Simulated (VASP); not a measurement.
# TiB2: single point with LDA

The system is TiB2.

```
Ti B
1.0
     2.97591    0.00000    0.00000
    -1.48795    2.57721    0.00000
     0.00000    0.00000    3.13276
Ti B
1 2
Direct
  0.00000 0.00000 0.00000
  0.33333 0.66667 0.50000
  0.66667 0.33333 0.50000
```

| Item | Value |
| --- | --- |
| Program | VASP 6.6.1 |
| Task | single point |
| Functional | LDA |
| Potentials or basis | VASP PAW LDA potentials, release 64 (Ti_sv, B) |
| Cutoff | 500 eV |
| k mesh | 9 × 9 × 7 |
| Occupations | gaussian, width 0.05 eV |
| Spin | no spin polarisation |
| Dipole correction | no |
| Further INCAR settings | ALGO = Normal; EDIFF = 1e-06; NBANDS = 16 |

```json
{
 "Pressure": "6.6 GPa",
 "Band gap on the k mesh": "zero (band 9 reaches 11.06 eV, above the bottom of band 10 at 10.47 eV)"
}
```

Stress tensor (GPa, compression positive):
```
6.94 0.00 0.00
0.00 6.94 0.00
0.00 0.00 5.79
```

Levels at points of the mesh, in eV from the Fermi level:
| k point | band 6 | band 7 | band 8 | band 9 | band 10 | band 11 | band 12 | band 13 |
| --- | --- | --- | --- | --- | --- | --- | --- | --- |
| (0.00, 0.00, 0.00) | -2.84 | -2.84 | -2.28 | -2.16 | 2.05 | 2.05 | 4.01 | 4.01 |

Run time: 6.2 s on 1 thread of Intel(R) Xeon(R) 6975P-C (Granite Rapids) (shared host), peak memory 0.13 GiB.
